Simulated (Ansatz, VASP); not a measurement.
CO in VASP and in Ansatz

```
O C
1.0
     7.74175    0.00000    0.00000
     0.00000    7.74175    0.00000
     0.00000    0.00000    7.74175
O C
8 8
Direct
  0.14956 0.04240 0.25393
  0.12915 0.87419 0.83672
  0.54573 0.89858 0.94470
  0.13766 0.63639 0.36731
  0.61122 0.42568 0.17262
  0.66849 0.18607 0.55133
  0.53348 0.71773 0.53575
  0.25417 0.47290 0.86910
  0.22195 0.16532 0.21990
  0.99120 0.91138 0.80338
  0.60024 0.92765 0.07784
  0.04279 0.59330 0.26402
  0.65309 0.43283 0.03216
  0.80784 0.19872 0.50638
  0.67423 0.67643 0.54190
  0.19032 0.40832 0.75355
```

Alike in both runs: functional PBE; dispersion D3(BJ); k mesh 1 × 1 × 1; occupations fermi-dirac, width 0.05 eV; no spin polarisation.

Ansatz relaxed the structure, and its values are those at the end. VASP's run is a single point on that final structure, the one shown.

```csv
,VASP,Ansatz
version,VASP 6.6.1,Ansatz 0.2.0
potentials or method,"VASP PAW PBE potentials, release 64 (O, C), cutoff 520 eV","scalar-relativistic, plane waves, PAW"
valence electrons in the cell,80,80
```

```tsv
	VASP	Ansatz	Ansatz less VASP
rms of the force components (eV/Å)	0.445	0.106	-0.3384
```

One of these differences is far larger than is usual between the two programs; its cause wasn't traced.

Noted on VASP's run: the standard files for N, O and F lose accuracy on very short bonds.
